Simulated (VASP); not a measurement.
Wanted: the native input for a VASP 6.6.1 run.

```
Task                   : single point
Functional             : PBEsol
Potentials or basis    : VASP PAW PBE potentials, release 64 (Ga_d, N)
Cutoff                 : 520 eV
k mesh                 : 12 × 12 × 6
Occupations            : gaussian, width 0.01 eV
Spin                   : no spin polarisation
Dipole correction      : no
Further INCAR settings : ALGO = Normal; EDIFF = 1e-06; NBANDS = 26
```

The structure of GaN (sol) lies in POSCAR:

```
GaN
1.0
    3.1828215508      0.0000000000      0.0000000000
   -1.5914107754      2.7564043187      0.0000000000
    0.0000000000      0.0000000000      5.1856744261
Ga N
2 2
Direct
    0.3333333333      0.6666666667     -0.0553305644
    0.6666666667      0.3333333333      0.4446694356
    0.3333333333      0.6666666667      0.4323305644
    0.6666666667      0.3333333333      0.9323305644
```

The input as run:

INCAR

```
  PREC = Accurate
  ENCUT = 520
  EDIFF = 1E-6
  ISMEAR = 0
  SIGMA = 0.01
  LREAL = F
  LASPH = T
  NELM = 60
  ALGO = Normal
  ISIF = 2
  LWAVE = F
  LCHARG = F
  GGA = PS
  NBANDS = 26
```

KPOINTS

```
regular mesh
0
Gamma
  12 12 6
```

Potentials or basis: VASP PAW PBE potentials, release 64 (Ga_d, N).

Command:

```sh
$ cat potpaw_PBE.64/Ga_d/POTCAR potpaw_PBE.64/N/POTCAR > POTCAR
$ mpirun -np 1 vasp_std > vasp.out
```

Results of the run:

The pressure is 9.5 GPa. The largest force is 0.336 eV/Å and the band gap on the k mesh is 1.90 eV, indirect (the least direct gap lies 1.4 meV higher).

Caveat: the PAW data sets were made with another functional, which shifts forces and pressure a little.

It took 42 s on 1 thread of Intel(R) Xeon(R) 6975P-C (Granite Rapids), on a shared host, peak memory 0.2 GiB.
